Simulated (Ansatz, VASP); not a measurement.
# ZnS: VASP beside Ansatz

The input INCAR:

```
SYSTEM = ZnS
ALGO = Normal
EDIFF = 1E-6
ENCUT = 520
GGA = PE
ISIF = 2
ISMEAR = 0
LASPH = .True.
LCHARG = .True.
LELF = .True.
LREAL = .False.
LVHAR = .True.
LWAVE = .False.
NBANDS = 26
NELM = 100
PREC = Accurate
SIGMA = 0.05
```

The input KPOINTS:

```
k-points
0
Gamma
  12 12 4
  0 0 0
```

The input POSCAR:

```
ZnS
1.0
    3.8070380590      0.0000000000      0.0000000000
   -1.9035190295      3.2969916723      0.0000000000
    0.0000000000      0.0000000000      6.3053333047
Zn S
2 2
Direct
    0.3333333333      0.6666666667      0.0052197899
    0.6666666667      0.3333333333      0.5052197899
    0.3333333333      0.6666666667      0.3797802101
    0.6666666667      0.3333333333      0.8797802101
```

Input for Ansatz:

```yaml
crystal:
  lattice:
    - [3.807038059, 0.0, 0.0]
    - [-1.9035190295, 3.2969916723, 0.0]
    - [0.0, 0.0, 6.3053333047]
  atoms:
    - { symbol: Zn, position: [0.3333333333, 0.6666666667, 0.0052197899] }
    - { symbol: Zn, position: [0.6666666667, 0.3333333333, 0.5052197899] }
    - { symbol: S, position: [0.3333333333, 0.6666666667, 0.3797802101] }
    - { symbol: S, position: [0.6666666667, 0.3333333333, 0.8797802101] }
basis:
  ecutwfc: 420
kpoints:
  mp_grid: { grid: [12, 12, 4] }
hamiltonian:
  xc: pbe
scf:
  occupations: { method: gaussian, width: 0.05 }
output:
  forces: true
  stress: true
  eigenvalues: true
```

Change from the starting cell: strain -0.0100 x Voigt [1, 1, 0, 0, 0, 0], atoms carried along.

Alike in both runs: task single point; functional PBE; k mesh 12 × 12 × 4; occupations gaussian, width 0.05 eV; no spin polarisation.

|  | VASP | Ansatz |
| --- | --- | --- |
| version | VASP 6.6.1 | Ansatz 0.2.0 |
| potentials or method | VASP PAW PBE potentials, release 64 (Zn, S), cutoff 520 eV | scalar-relativistic, plane waves, PAW |
| valence electrons in the cell | 36 | 36 |

VASP gave:

* gap on the k mesh at the Fermi level (eV): 2.15
* least direct gap on the mesh (eV): 2.15
* pressure (GPa): 1.6
* traceless stress, the component that is largest in VASP (GPa): -0.91
* rms of the force components (eV/Å): 0.039

**Question.** Which values does Ansatz return?

**Answer.** gap on the k mesh at the Fermi level (eV): 2.15; least direct gap on the mesh (eV): 2.15; pressure (GPa): 1.4; traceless stress, the component that is largest in VASP (GPa): -0.90; rms of the force components (eV/Å): 0.038.

Atom by atom the forces differ by 0.001 eV/Å (rms over components).
